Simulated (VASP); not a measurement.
# MnO2 (P-3m1) in VASP: further runs

MnO2 is run at these levels: LDA; tasks: single point.

Program: VASP 6.6.1. These are calculated values, not measurements. Logs are shortened: lines on timing, memory, paths and dates and some standing lists are left out, and cuts for length are marked.

## (1) The cell of the first run

It takes space group P-3m1 (No. 164, trigonal). Conventional cell: a = 2.798 Å, b = 2.798 Å, c = 4.507 Å, α = 90.00°, β = 90.00°, γ = 120.00°. Mn (site symmetry -3m) has 6 O at 1.86 Å within 2.5 Å. Within 2.5 Å of O (site symmetry 3m) lie 3 Mn at 1.86 Å and 3 O at 2.46 Å.

## (2) Single point, LDA, collinear spin, ferromagnetic start (10.19 Å³/atom)

INCAR reads:

```
SYSTEM = MnO2
ALGO = Normal
EDIFF = 1E-6
ENCUT = 520
ISIF = 2
ISMEAR = -1
ISPIN = 2
LASPH = .True.
LCHARG = .True.
LELF = .True.
LMAXMIX = 4
LORBIT = 11
LREAL = .False.
LVHAR = .True.
LWAVE = .False.
MAGMOM = 4 0 0
NBANDS = 24
NELM = 150
PREC = Accurate
SIGMA = 0.05
```

KPOINTS reads:

```
k-points
0
Gamma
  11 11 6
  0 0 0
```

POSCAR reads:

```
MnO2
1.0
    2.7982643040      0.0000000000      0.0000000000
   -1.3991321520      2.4233679738      0.0000000000
    0.0000000000      0.0000000000      4.5074421091
Mn O
1 2
Direct
    0.0000000000      0.0000000000      0.5000000000
    0.3333333333      0.6666666667      0.7062925700
    0.6666666667      0.3333333333      0.2937074300
```

Potentials or basis: VASP PAW LDA potentials, release 64 (Mn_pv, O).

On the command line:

```console
$ cat potpaw_LDA.64/Mn_pv/POTCAR potpaw_LDA.64/O/POTCAR > POTCAR
$ mpirun -np 1 vasp_std > vasp.out
```

OUTCAR:

```text
SYSTEM = MnO2
   EDIFF = 1E-6
   ENCUT = 520
   ISIF = 2
   ISMEAR = -1
   ISPIN = 2
   LASPH = .True.
   LORBIT = 11
   LREAL = .False.
   NELM = 150
   PREC = Accurate

 ion  position               nearest neighbor table
   1  0.000  0.000  0.500-   2 1.86   3 1.86   3 1.86   2 1.86   3 1.86   2 1.86
   2  0.333  0.667  0.706-   1 1.86   1 1.86   1 1.86
   3  0.667  0.333  0.294-   1 1.86   1 1.86   1 1.86

  LATTYP: Found a hexagonal cell.
 ALAT       =     2.7982643040
 C/A-ratio  =     1.6107992739

  Lattice vectors:

 A1 = (   2.7982643040,   0.0000000000,   0.0000000000)
 A2 = (  -1.3991321520,   2.4233679738,   0.0000000000)
 A3 = (   0.0000000000,   0.0000000000,   4.5074421091)

Analysis of symmetry for initial positions (statically):
=====================================================================
 Subroutine PRICEL returns:
 Original cell was already a primitive cell.

 Routine SETGRP: Setting up the symmetry group for a
 hexagonal supercell.

 Subroutine GETGRP returns: Found 12 space group operations
 (whereof 12 operations were pure point group operations)
 out of a pool of 24 trial point group operations.

The static configuration has the point symmetry D_3d.

Analysis of symmetry for dynamics (positions and initial velocities):
=====================================================================
 Subroutine PRICEL returns:
 Original cell was already a primitive cell.

 Routine SETGRP: Setting up the symmetry group for a
 hexagonal supercell.

 Subroutine GETGRP returns: Found 12 space group operations
 (whereof 12 operations were pure point group operations)
 out of a pool of 24 trial point group operations.

The dynamic configuration has the point symmetry D_3d.

Analysis of structural, dynamic, and magnetic symmetry:
=====================================================================
 Subroutine PRICEL returns:
 Original cell was already a primitive cell.

 Routine SETGRP: Setting up the symmetry group for a
 hexagonal supercell.

 Subroutine GETGRP returns: Found 12 space group operations
 (whereof 12 operations were pure point group operations)
 out of a pool of 24 trial point group operations.

The overall configuration has the point symmetry D_3d.

 Subroutine INISYM returns: Found 12 space group operations
 (whereof 12 operations are pure point group operations),
 and found     1 'primitive' translations

----------------------------------------------------------------------------------------

[... 114 lines left out ...]
     AMIX_MAG =   1.60;   BMIX_MAG =  1.00
  volume/ion in A,a.u.               =      10.19        68.76
  Fermi-wavevector in a.u.,A,eV,Ry     =   1.531001  2.893172 31.891559  2.343963
  Thomas-Fermi vector in A             =   2.638406
   LORBIT       =     11    0 simple, 1 ext, 2 COOP (PROOUT), +10 PAW based schemes
   GGA     = CA    functional components
   LHFCALC =     F    Hartree Fock is set to
   AEXX    =    0.0000 exact exchange contribution
   IVDW    =     0    specifies the selected vdW correction
   LEPSILON=     F    determine dielectric tensor
   LRPA    =     F    only Hartree local field effects (RPA)
 spin polarized calculation
  energy-cutoff  :      520.00
  volume of cell :       30.57
 maximum number of plane-waves:       835
 NGX is ok and might be reduce to    24
   NGX = 11   NGY = 11   NGZ = 17

 number of electron      25.0000014 magnetization       2.9852497

 Free energy of the ion-electron system (eV)
  ---------------------------------------------------
  ext. energy  EPLUGINS =         0.00000000
  ---------------------------------------------------
  free energy    TOTEN  =       -26.13346381 eV

  energy without entropy =      -26.13158110  energy(sigma->0) =      -26.13252245

 E-fermi :   4.0590     XC(G=0): -11.7723

 val. band max:        4.0085252831   @ k =   0.0909   0.0000   0.5000
 cond. band min:       4.0764373008   @ k =   0.0000   0.0000   0.5000
 fundamental gap:      0.0679120176
 Fermi energy:         4.0589846870

 spin component 1

 k-point     1 :       0.0000    0.0000    0.0000
  band No.  band energies     occupation
      1     -46.0859      1.00000
      2     -46.0859      1.00000
      3     -46.0495      1.00000
      4     -16.2748      1.00000
      5     -13.5843      1.00000
      6      -3.0932      1.00000
[... 637 lines left out ...]
     23      25.1970      0.00000
     24      27.1412      0.00000

 [... further k-points ...]

 spin component 2

 k-point     1 :       0.0000    0.0000    0.0000
  band No.  band energies     occupation
      1     -43.3675      1.00000
      2     -43.3675      1.00000
      3     -43.2259      1.00000
      4     -16.0221      1.00000
      5     -13.3627      1.00000
      6      -2.3457      1.00000
[... 637 lines left out ...]
     23      25.7634      0.00000
     24      27.3815      0.00000

 [... further k-points ...]
[... 5 lines left out ...]
  --------------------------------------------------------------------------------------
  -------------------------------------------------------------------------------------
  Total        1.2005063      1.2005063      0.6812292      0.0000000      0.0000000      0.0000000
  in kB       62.9269622     62.9269622     35.7080061      0.0000000      0.0000000      0.0000000
  external PRESSURE =      53.8539768 kB  Pullay stress =       0.0000000 kB

 VOLUME and BASIS-vectors are now :
 -----------------------------------------------------------------------------
  energy-cutoff  :      520.00
  volume of cell :       30.57
      direct lattice vectors                 reciprocal lattice vectors
     2.798264304  0.000000000  0.000000000     0.357364384  0.206324423  0.000000000
    -1.399132152  2.423367974  0.000000000     0.000000000  0.412648847  0.000000000
     0.000000000  0.000000000  4.507442109     0.000000000  0.000000000  0.221855317

 POSITION                                       TOTAL-FORCE (eV/Angst)
 -----------------------------------------------------------------------------------
      0.00000      0.00000      2.25372        -0.000000      0.000000     -0.000000
     -0.00000      1.61558      3.18357        -0.000000      0.000000      0.503739
      1.39913      0.80779      1.32387         0.000000     -0.000000     -0.503739
 -----------------------------------------------------------------------------------
    total drift:                               -0.000000      0.000000      0.000000

  FREE ENERGIE OF THE ION-ELECTRON SYSTEM (eV)
  ---------------------------------------------------
  free  energy   TOTEN  =       -26.1334638084 eV

  energy  without entropy=      -26.1315811016  energy(sigma->0) =      -26.13252245

 total charge

# of ion       s       p       d       tot
------------------------------------------
    1        0.383   6.528   5.033  11.943
    2        1.571   3.427   0.000   4.998
    3        1.571   3.427   0.000   4.998
--------------------------------------------------
tot          3.525  13.382   5.033  21.940

 magnetization (x)

# of ion       s       p       d       tot
------------------------------------------
    1        0.030   0.038   2.652   2.721
    2        0.004   0.081   0.000   0.085
    3        0.004   0.081   0.000   0.085
--------------------------------------------------
tot          0.038   0.201   2.652   2.891
```

stdout:

```text
POSCAR found type information on POSCAR MnO
 POSCAR found :  2 types and       3 ions
 scaLAPACK will be used
 LDA part: xc-table for (Slater(with rela. corr.)+CA(PZ))
 , standard interpolation
 POSCAR, INCAR and KPOINTS ok, starting setup
 FFT: planning ... GRIDC
 FFT: planning ... GRID_SOFT
 FFT: planning ... GRID
 WAVECAR not read
 entering main loop
```

Wall time 1.9 min (1 thread of Oxide Virtual Turin-like, shared host); peak memory 0.18 GiB.

What came out:

```
Free energy                                           : -26.1335 eV
Pressure                                              : 5.4 GPa
Largest force                                         : 0.504 eV/Å
Band gap on the k mesh                                : 0.07 eV (least direct gap 0.09 eV)
Net moment                                            : 2.99 μB per cell
Site moments                                          : Mn +2.72; O +0.09 μB
Valence electrons inside the program's atomic spheres : Mn 11.94; O 5.00
```

Forces on the atoms (eV/Å):
```
Mn   0.000  0.000  0.000
O    0.000  0.000  0.504
O    0.000  0.000 -0.504
```

Levels at points of the mesh, in eV from the valence-band top:
Spin up:
```
           k point  band 10  band 11  band 12  band 13  band 14  band 15  band 16  band 17  band 18  band 19
(0.00, 0.00, 0.00)    -2.54    -1.94    -1.94    -1.72    -0.39     2.79     2.79     7.03    10.17    14.81
(0.00, 0.00, 0.50)    -2.54    -2.54    -1.98    -1.98    -0.03     2.85     2.85     8.98     9.70    13.07
```
Spin down:
| k point | band 8 | band 9 | band 10 | band 11 | band 12 | band 13 | band 14 | band 15 |
| --- | --- | --- | --- | --- | --- | --- | --- | --- |
| (0.00, 0.00, 0.00) | -5.83 | -1.74 | -1.74 | -1.47 | 0.08 | 0.08 | 1.90 | 4.14 |
| (0.00, 0.00, 0.50) | -5.31 | -3.01 | -1.80 | -1.80 | 0.07 | 0.07 | 2.11 | 4.20 |

Caveat: the cell stands under pressure; a cell with one magnetic atom can't hold antiferromagnetic order, which such compounds often take.

## (3) Single point, LDA, collinear spin, ferromagnetic start (10.41 Å³/atom)

This run uses another cell than the first one, of 10.41 Å³/atom.

INCAR reads:

```
ALGO     = Normal         # electronic algorithm
EDIFF    = 1E-6           # SCF threshold, eV
ENCUT    = 520            # plane-wave cutoff, eV
ISIF     = 2              # what is computed and relaxed
ISMEAR   = -1             # smearing method
ISPIN    = 2              # spin polarisation
LASPH    = True           # aspherical terms in the spheres
LCHARG   = False          # write CHGCAR
LMAXMIX  = 4              # l up to which the mixer works
LORBIT   = 11             # projections on sites
LREAL    = False          # projectors in reciprocal space
LWAVE    = False          # write WAVECAR
MAGMOM   = 4 0 0          # initial moments
NBANDS   = 24             # bands
NELM     = 150            # most SCF steps
PREC     = Accurate       # precision mode
SIGMA    = 0.05           # smearing width, eV
```

KPOINTS reads:

```
k-points
0
Gamma
  11 11 6
```

POSCAR reads:

```
MnO2
1.0
    2.8179710399      0.0000000000      0.0000000000
   -1.4089855200      2.4404345078      0.0000000000
    0.0000000000      0.0000000000      4.5391857050
Mn O
1 2
Direct
    0.0000000000      0.0000000000      0.5000000000
    0.3333333333      0.6666666667      0.7062925700
    0.6666666667      0.3333333333      0.2937074300
```

Potentials or basis: VASP PAW LDA potentials, release 64 (Mn_pv, O).

On the command line:

```console
$ cat potpaw_LDA.64/Mn_pv/POTCAR potpaw_LDA.64/O/POTCAR > POTCAR
$ mpirun -np 1 vasp_std > vasp.out
```

OUTCAR:

```text
EDIFF = 1E-6
   ENCUT = 520
   ISIF = 2
   ISMEAR = -1
   ISPIN = 2
   LASPH = True
   LORBIT = 11
   LREAL = False
   NELM = 150
   PREC = Accurate

 ion  position               nearest neighbor table
   1  0.000  0.000  0.500-   2 1.88   3 1.88   3 1.88   2 1.88   3 1.88   2 1.88
   2  0.333  0.667  0.706-   1 1.88   1 1.88   1 1.88
   3  0.667  0.333  0.294-   1 1.88   1 1.88   1 1.88

  LATTYP: Found a hexagonal cell.
 ALAT       =     2.8179710399
 C/A-ratio  =     1.6107992739

  Lattice vectors:

 A1 = (   2.8179710399,   0.0000000000,   0.0000000000)
 A2 = (  -1.4089855200,   2.4404345078,   0.0000000000)
 A3 = (   0.0000000000,   0.0000000000,   4.5391857050)

Analysis of symmetry for initial positions (statically):
=====================================================================
 Subroutine PRICEL returns:
 Original cell was already a primitive cell.

 Routine SETGRP: Setting up the symmetry group for a
 hexagonal supercell.

[... 845 lines left out ...]
      1     -43.5891      1.00000
      2     -43.5891      1.00000
      3     -43.4410      1.00000
      4     -16.0998      1.00000
      5     -13.5385      1.00000
      6      -2.4320      1.00000
[... 637 lines left out ...]
     23      25.2781      0.00000
     24      26.9032      0.00000

 [... further k-points ...]
[... 5 lines left out ...]
  --------------------------------------------------------------------------------------
  -------------------------------------------------------------------------------------
  Total        0.1080431      0.1080431      0.0073503     -0.0000000      0.0000000     -0.0000000
  in kB        5.5453122      5.5453122      0.3772521     -0.0000000      0.0000000     -0.0000000
  external PRESSURE =       3.8226255 kB  Pullay stress =       0.0000000 kB

 VOLUME and BASIS-vectors are now :
 -----------------------------------------------------------------------------
  energy-cutoff  :      520.00
  volume of cell :       31.22
      direct lattice vectors                 reciprocal lattice vectors
     2.817971040  0.000000000  0.000000000     0.354865251  0.204881548  0.000000000
    -1.408985520  2.440434508  0.000000000     0.000000000  0.409763096  0.000000000
     0.000000000  0.000000000  4.539185705     0.000000000  0.000000000  0.220303831

 POSITION                                       TOTAL-FORCE (eV/Angst)
 -----------------------------------------------------------------------------------
      0.00000      0.00000      2.26959         0.000000      0.000000      0.000000
     -0.00000      1.62696      3.20599        -0.000000     -0.000000      0.158159
      1.40899      0.81348      1.33319         0.000000      0.000000     -0.158159
 -----------------------------------------------------------------------------------
    total drift:                               -0.000000      0.000000      0.000000

  FREE ENERGIE OF THE ION-ELECTRON SYSTEM (eV)
  ---------------------------------------------------
  free  energy   TOTEN  =       -26.1470286981 eV

  energy  without entropy=      -26.1457734507  energy(sigma->0) =      -26.14640107

 total charge

# of ion       s       p       d       tot
------------------------------------------
    1        0.374   6.508   5.005  11.886
    2        1.571   3.414   0.000   4.985
    3        1.571   3.414   0.000   4.985
--------------------------------------------------
tot          3.516  13.336   5.005  21.856

 magnetization (x)

# of ion       s       p       d       tot
------------------------------------------
    1        0.030   0.037   2.676   2.743
    2        0.004   0.073   0.000   0.077
    3        0.004   0.073   0.000   0.077
--------------------------------------------------
tot          0.038   0.184   2.676   2.898
```

It took 2.2 min on 1 thread of Oxide Virtual Turin-like, shared host; peak memory 0.18 GiB.

Results:

```yaml
Free_energy: -26.1470 eV
Pressure: 0.4 GPa
Largest_force: 0.158 eV/Å
Band_gap_on_the_k_mesh: 0.15 eV (least direct gap 0.18 eV)
Net_moment: 2.99 μB per cell
Site_moments: Mn +2.74; O +0.08 μB
Valence_electrons_inside_the_program's_atomic_spheres: Mn 11.89; O 4.99
```

Forces on the atoms (eV/Å):
```
Mn   0.000  0.000  0.000
O    0.000  0.000  0.158
O    0.000  0.000 -0.158
```

Caveat: a cell with one magnetic atom can't hold antiferromagnetic order, which such compounds often take. A k mesh can miss the band edges.
